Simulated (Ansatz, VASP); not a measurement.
**SnTe in VASP and in Ansatz**

INCAR

```
PREC = Accurate
ENCUT = 520
EDIFF = 1E-6
ISMEAR = 0
SIGMA = 0.02
LREAL = False
LASPH = True
NELM = 60
ALGO = Normal
ISIF = 2
LWAVE = False
LCHARG = False
GGA = PS
NBANDS = 28
```

Contents of KPOINTS:

```
regular mesh
0
Gamma
  8 8 8
```

The input POSCAR:

```
SnTe
1.0
    2.4141908694     -6.0777041548      0.0000000000
    2.4141908694      6.0777041548      0.0000000000
    0.0000000000      0.0000000000      4.3808362696
Sn Te
2 2
Direct
    0.8628288908      0.1371711092      0.2500000000
    0.1371711092      0.8628288908      0.7500000000
    0.6688498488      0.3311501512      0.2500000000
    0.3311501512      0.6688498488      0.7500000000
```

Input for Ansatz:

```yaml
crystal:
  lattice:
    - [2.4141908694, -6.0777041548, 0.0]
    - [2.4141908694, 6.0777041548, 0.0]
    - [0.0, 0.0, 4.3808362696]
  atoms:
    - { symbol: Sn, position: [0.8628288908, 0.1371711092, 0.25] }
    - { symbol: Sn, position: [0.1371711092, 0.8628288908, 0.75] }
    - { symbol: Te, position: [0.6688498488, 0.3311501512, 0.25] }
    - { symbol: Te, position: [0.3311501512, 0.6688498488, 0.75] }
basis:
  ecutwfc: 420
kpoints:
  mp_grid: { grid: [8, 8, 8] }
hamiltonian:
  xc: pbesol
scf:
  occupations: { method: gaussian, width: 0.02 }
output:
  forces: true
  stress: true
  eigenvalues: true
```

Alike in both runs: task single point; functional PBEsol; k mesh 8 × 8 × 8; occupations gaussian, width 0.02 eV; no spin polarisation.

```csv
,VASP,Ansatz
version,VASP 6.6.1,Ansatz 0.2.0
potentials or method,"VASP PAW PBE potentials, release 64 (Sn_d, Te), cutoff 520 eV","scalar-relativistic, plane waves, PAW"
valence electrons in the cell,40,60
```

VASP gave:

```
pressure (GPa)                                                : 12.9
traceless stress, the component that is largest in VASP (GPa) : 28.84
rms of the force components (eV/Å)                            : 4.289
```

**Question.** Estimate Ansatz's values.

**Answer.** Pressure (GPa): 12.8; traceless stress, the component that is largest in VASP (GPa): 28.59; rms of the force components (eV/Å): 4.247.

VASP's potentials were made for PBE, not for PBEsol. Atom by atom the forces differ by 0.042 eV/Å (rms over components). The functional is the same, so the differences come from potentials, cutoffs and numerics. VASP's potentials hold 40 valence electrons a cell and Ansatz's 60, so a difference there can come from the potentials and not from the codes.

Spin-orbit coupling is off throughout.
